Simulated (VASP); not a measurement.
A run of VASP 6.6.1 is set up as follows.

File INCAR:

```
PREC = Accurate
ENCUT = 520
EDIFF = 1E-6
ISMEAR = -1
SIGMA = 0.05
LREAL = False
LASPH = True
NELM = 60
ALGO = Normal
ISIF = 2
LWAVE = False
LCHARG = True
GGA = PE
LELF = True
LVHAR = True
NBANDS = 26
```

KPOINTS

```
regular mesh
0
Gamma
  6 6 5
```

The input POSCAR:

```
CdTe
1.0
    3.0652910000     -3.0946090000      0.0000000000
    3.0652910000      3.0946090000      0.0000000000
    0.0000000000      0.0000000000      6.0906520000
Te Cd
2 2
Direct
    0.2338630000      0.7661370000      0.2500000000
    0.7661370000      0.2338630000      0.7500000000
    0.7229700000      0.2770300000      0.2500000000
    0.2770300000      0.7229700000      0.7500000000
```

Potentials or basis: VASP PAW PBE potentials, release 64 (Te, Cd).

Launch:

```bash
$ cat potpaw_PBE.64/Te/POTCAR potpaw_PBE.64/Cd/POTCAR > POTCAR
$ mpirun -np 1 vasp_std > vasp.out
```

(1) Estimate the pressure.

(2) Estimate the band gap on the k mesh.

Answers

(1) -0.1 GPa.

(2) zero (band 18 reaches 3.84 eV, above the bottom of band 19 at 2.53 eV).

Caveat: spin-orbit coupling is left out, which moves the levels of the heavy elements.
